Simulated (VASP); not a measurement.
Wanted: the native input for a VASP 6.6.1 run.

| Property | Result |
| --- | --- |
| Task | single point |
| Functional | PBEsol |
| Potentials or basis | VASP PAW PBE potentials, release 64 (Pd) |
| Cutoff | 520 eV |
| k mesh | 14 × 14 × 14 |
| Occupations | fermi-dirac, width 0.05 eV |
| Spin | collinear spin |
| Starting moments | [0.5] μB |
| Dipole correction | no |
| Further INCAR settings | ALGO = Normal; EDIFF = 1e-06; NBANDS = 15 |

The structure of Pd lies in POSCAR:

```
Pd
1.0
    2.4958676429      0.0000000000      0.0000000000
    0.0000000000      2.4958676429      0.0000000000
    0.0000000000      0.0000000000      2.4958676429
Pd
1
Direct
    0.0000000000      0.0000000000      0.0000000000
```

This isn't the form of Pd at room conditions, which is fcc.

The input as run:

INCAR

```
ALGO = Normal
EDIFF = 1E-6
ENCUT = 520
GGA = PS
ISIF = 2
ISMEAR = -1
ISPIN = 2
LASPH = True
LCHARG = False
LMAXMIX = 4
LORBIT = 11
LREAL = False
LWAVE = False
MAGMOM = 0.5
NBANDS = 15
NELM = 150
PREC = Accurate
SIGMA = 0.05
```

KPOINTS

```
k-points
0
Gamma
  14 14 14
```

Potentials or basis: VASP PAW PBE potentials, release 64 (Pd).

Command:

```console
$ cat potpaw_PBE.64/Pd/POTCAR > POTCAR
$ mpirun -np 1 vasp_std > vasp.out
```

Results of the run:

```json
{
 "Pressure": "14.6 GPa",
 "Band gap on the k mesh": "zero (filled and empty bands overlap)",
 "Net moment": "0.00 μB per cell",
 "Valence electrons inside the program's atomic spheres": "Pd 9.58"
}
```

Caveat: the cell stands under pressure; the PAW data sets were made with another functional, which shifts forces and pressure a little.

It took 52 s on 1 thread of Intel Xeon 8259CL, on a shared host, peak memory 0.16 GiB.
